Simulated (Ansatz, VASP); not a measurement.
## Pd in VASP and in Ansatz

```
Pd
1.0
     1.46261    0.84444    7.06871
    -1.46261    0.84444    7.06871
     0.00000   -1.68888    7.06871
Pd
3
Direct
  0.00000 0.00000 0.00000
  0.22222 0.22222 0.22222
  0.77778 0.77778 0.77778
```

Alike in both runs: task single point; functional PBE; k mesh 9 × 9 × 9; occupations gaussian, width 0.1 eV; no spin polarisation.

|  | VASP | Ansatz |
| --- | --- | --- |
| version | VASP 6.6.1 | Ansatz 0.2.0 |
| potentials or method | VASP PAW PBE potentials, release 64 (Pd), cutoff 520 eV | scalar-relativistic, plane waves, PAW |
| valence electrons in the cell | 30 | 54 |

Ansatz gave:

- gap on the k mesh at the Fermi level (eV): none
- pressure (GPa): -15.0
- traceless stress, the component that is largest in VASP (GPa): 0.98
- rms of the force components (eV/Å): 0.025

Q: What did VASP give for the same quantities?

A: gap on the k mesh at the Fermi level (eV): none; pressure (GPa): -15.1; traceless stress, the component that is largest in VASP (GPa): 0.97; rms of the force components (eV/Å): 0.025.

Atom by atom the forces differ by 0.000 eV/Å (rms over components). A gap of «none» marks a metal or a gap that the smearing closes. VASP's potentials hold 30 valence electrons a cell and Ansatz's 54, so a difference there can come from the potentials and not from the codes.
